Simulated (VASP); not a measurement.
# Sn (Fd-3m) in VASP: single point with PBE

Aim: the single point of Sn with PBE.

All numbers are computed with VASP 6.6.1; they aren't measurements. Logs are shortened: lines on timing, memory, paths and dates and some standing lists are left out, and cuts for length are marked.

### 1 The cell of the first run

It takes space group Fd-3m (No. 227, cubic). Conventional cell: a = 5.563 Å, b = 5.563 Å, c = 5.563 Å, α = 90.00°, β = 90.00°, γ = 90.00°. Within 3.2 Å of Sn (site symmetry -43m) lie 4 Sn at 2.41 Å.

This isn't the form of Sn at room conditions, which is tetragonal (white tin).

### 2 Single point, PBE (C replaced by Sn, lengths x 1.497, strained)

INCAR reads:

```
PREC = Accurate
ENCUT = 520
EDIFF = 1E-6
ISMEAR = 0
SIGMA = 0.1
LREAL = F
LASPH = T
NELM = 100
ALGO = Normal
ISIF = 2
LWAVE = F
LCHARG = T
GGA = PE
LELF = T
LVHAR = T
NBANDS = 21
```

KPOINTS reads:

```
Automatic mesh
0
Gamma
  14 14 14
```

POSCAR reads:

```
Sn
1.0
    0.0000000000      2.7812821342      2.7812821342
    2.7812821342      0.0000000000      2.7812821342
    2.7812821342      2.7812821342      0.0000000000
Sn
2
Direct
    0.5000000000      0.5000000000      0.5000000000
    0.7500000000      0.7500000000      0.7500000000
```

Potentials or basis: VASP PAW PBE potentials, release 64 (Sn_d).

Run with:

```console
$ cat potpaw_PBE.64/Sn_d/POTCAR > POTCAR
$ mpirun -np 1 vasp_std > vasp.out
```

OUTCAR:

```text
PREC = Accurate
   ENCUT = 520
   EDIFF = 1E-6
   ISMEAR = 0
   LREAL = F
   LASPH = T
   NELM = 100
   ISIF = 2
   GGA = PE

 ion  position               nearest neighbor table
   1  0.500  0.500  0.500-   2 2.41   2 2.41   2 2.41   2 2.41
   2  0.750  0.750  0.750-   1 2.41   1 2.41   1 2.41   1 2.41

  LATTYP: Found a face centered cubic cell.
 ALAT       =     5.5625642684

  Lattice vectors:

 A1 = (   0.0000000000,   2.7812821342,   2.7812821342)
 A2 = (   2.7812821342,   0.0000000000,   2.7812821342)
 A3 = (   2.7812821342,   2.7812821342,   0.0000000000)

Analysis of symmetry for initial positions (statically):
=====================================================================
 Subroutine PRICEL returns:
 Original cell was already a primitive cell.

 Routine SETGRP: Setting up the symmetry group for a
 face centered cubic supercell.

 Subroutine GETGRP returns: Found 48 space group operations
 (whereof 24 operations were pure point group operations)
 out of a pool of 48 trial point group operations.

The static configuration has the point symmetry T_d .
 The point group associated with its full space group is O_h .

Analysis of symmetry for dynamics (positions and initial velocities):
=====================================================================
 Subroutine PRICEL returns:
 Original cell was already a primitive cell.

 Routine SETGRP: Setting up the symmetry group for a
 face centered cubic supercell.

 Subroutine GETGRP returns: Found 48 space group operations
 (whereof 24 operations were pure point group operations)
 out of a pool of 48 trial point group operations.

The dynamic configuration has the point symmetry T_d .
 The point group associated with its full space group is O_h .

 Subroutine INISYM returns: Found 48 space group operations
 (whereof 24 operations are pure point group operations),
 and found     1 'primitive' translations

----------------------------------------------------------------------------------------

                                     Primitive cell

  volume of cell :      43.0294

  direct lattice vectors                    reciprocal lattice vectors
     0.000000000  2.781282134  2.781282134    -0.179773204  0.179773204  0.179773204
     2.781282134  0.000000000  2.781282134     0.179773204 -0.179773204  0.179773204
     2.781282134  2.781282134  0.000000000     0.179773204  0.179773204 -0.179773204

  length of vectors
[... 78 lines left out ...]
   LSORBIT =      F    spin-orbit coupling
   LASPH  =      T    aspherical Exc in radial PAW
   ENCUT  =  520.0 eV  38.22 Ry    6.18 a.u.   7.31  7.31  7.31*2*pi/ulx,y,z
   NELM   =    100;   NELMIN=  2; NELMDL= -5     # of ELM steps
   EDIFF  = 0.1E-05   stopping-criterion for ELM
   LREAL  =      F    real-space projection
   EDIFFG = 0.1E-04   stopping-criterion for IOM
   NSW    =      0    number of steps for IOM
   IBRION =     -1    ionic relax: 0-MD 1-quasi-New 2-CG
   NFREE  =      0    steps in history (QN), initial steepest desc. (CG)
   ISIF   =      2    stress and relaxation
   ISYM   =      2    0-nonsym 1-usesym 2-fastsym
   POTIM  = 0.5000    time-step for ionic-motion
   TEBEG  =    0.0;   TEEND  =   0.0 temperature during run
   PSTRESS=    0.0 pullay stress
   NELECT =      28.0000    total number of electrons
   NUPDOWN=      -1.0000    fix difference up-down
   EMIN   =  10.00;   EMAX   =-10.00  energy-range for DOS
   EFERMI =   0.00;   METHOD = LEGACY
   ISMEAR =     0;   SIGMA  =   0.10  broadening in eV -4-tet -1-fermi 0-gaus
   EFERMI_NEDOS =   21; number of points for ismear=-14 and -15
   IALGO  =     38    algorithm
   IMIX   =      4    mixing-type and parameters
     AMIX     =   0.40;   BMIX     =  1.00
     AMIX_MAG =   1.60;   BMIX_MAG =  1.00
  volume/ion in A,a.u.               =      21.51       145.19
  Fermi-wavevector in a.u.,A,eV,Ry     =   1.418641  2.680842 27.382295  2.012542
  Thomas-Fermi vector in A             =   2.539745
   LORBIT       =      0    0 simple, 1 ext, 2 COOP (PROOUT), +10 PAW based schemes
   GGA     = PE    functional components
   LHFCALC =     F    Hartree Fock is set to
   AEXX    =    0.0000 exact exchange contribution
   IVDW    =     0    specifies the selected vdW correction
   LEPSILON=     F    determine dielectric tensor
   LRPA    =     F    only Hartree local field effects (RPA)
 non-spin polarized calculation
 Gauss-broadening in eV      SIGMA  =   0.10
  energy-cutoff  :      520.00
  volume of cell :       43.03
 maximum number of plane-waves:      1185
 NGX is ok and might be reduce to    30
   NGX = 15   NGY = 15   NGZ = 15

 number of electron      28.0000012 magnetization

 Free energy of the ion-electron system (eV)
  ---------------------------------------------------
  ext. energy  EPLUGINS =         0.00000000
  ---------------------------------------------------
  free energy    TOTEN  =        -3.68352307 eV

  energy without entropy =       -3.68222943  energy(sigma->0) =       -3.68287625

 E-fermi :  11.9997     XC(G=0): -11.1068

 val. band max:       11.8998024542   @ k =   0.3571   0.3571   0.0000
 cond. band min:      12.0129094520   @ k =   0.0714   0.0000   0.0000
 fundamental gap:      0.1131069978
 Fermi energy:        11.9996623038

 k-point     1 :       0.0000    0.0000    0.0000
  band No.  band energies     occupation
      1     -11.5094      2.00000
      2     -11.5094      2.00000
      3     -11.5094      2.00000
      4     -11.3650      2.00000
      5     -11.3650      2.00000
      6     -10.4007      2.00000
[... 565 lines left out ...]
     20      20.5229      0.00000
     21      20.7287      0.00000

 [... further k-points ...]

------------------------ aborting loop because EDIFF is reached ----------------------------------------

  FORCE on cell =-STRESS in cart. coord.  units (eV):
  Direction    XX          YY          ZZ          XY          YZ          ZX
  --------------------------------------------------------------------------------------
  -------------------------------------------------------------------------------------
  Total       18.7630460     18.7630460     18.7630460     -0.0000000      0.0000000     -0.0000000
  in kB      698.6325117    698.6325117    698.6325117     -0.0000000      0.0000000     -0.0000000
  external PRESSURE =     698.6325117 kB  Pullay stress =       0.0000000 kB

 VOLUME and BASIS-vectors are now :
 -----------------------------------------------------------------------------
  energy-cutoff  :      520.00
  volume of cell :       43.03
      direct lattice vectors                 reciprocal lattice vectors
     0.000000000  2.781282134  2.781282134    -0.179773204  0.179773204  0.179773204
     2.781282134  0.000000000  2.781282134     0.179773204 -0.179773204  0.179773204
     2.781282134  2.781282134  0.000000000     0.179773204  0.179773204 -0.179773204

 POSITION                                       TOTAL-FORCE (eV/Angst)
 -----------------------------------------------------------------------------------
      2.78128      2.78128      2.78128         0.000000      0.000000     -0.000000
      4.17192      4.17192      4.17192        -0.000000     -0.000000      0.000000
 -----------------------------------------------------------------------------------
    total drift:                                0.000000     -0.000000     -0.000000

  FREE ENERGIE OF THE ION-ELECTRON SYSTEM (eV)
  ---------------------------------------------------
  free  energy   TOTEN  =        -3.6835230747 eV

  energy  without entropy=       -3.6822294350  energy(sigma->0) =       -3.68287625
```

stdout:

```text
POSCAR found type information on POSCAR Sn
 POSCAR found :  1 types and       2 ions
 scaLAPACK will be used
 LDA part: xc-table for (Slater+PW92), standard interpolation
 POSCAR, INCAR and KPOINTS ok, starting setup
 FFT: planning ... GRIDC
 FFT: planning ... GRID_SOFT
 FFT: planning ... GRID
 WAVECAR not read
 entering main loop
```

It took 2.1 min on 1 thread of AMD EPYC 7R13, shared host; peak memory 0.19 GiB.

What came out:

- Free energy: -3.6835 eV
- Pressure: 69.9 GPa
- Band gap on the k mesh: zero (bands 14 and 15 overlap by 0.41 eV)

Caveat: the cell differs from its parent crystal (C replaced by Sn, lengths x 1.497, strained); the cell stands under pressure; spin-orbit coupling is left out, which moves the levels of the heavy elements.
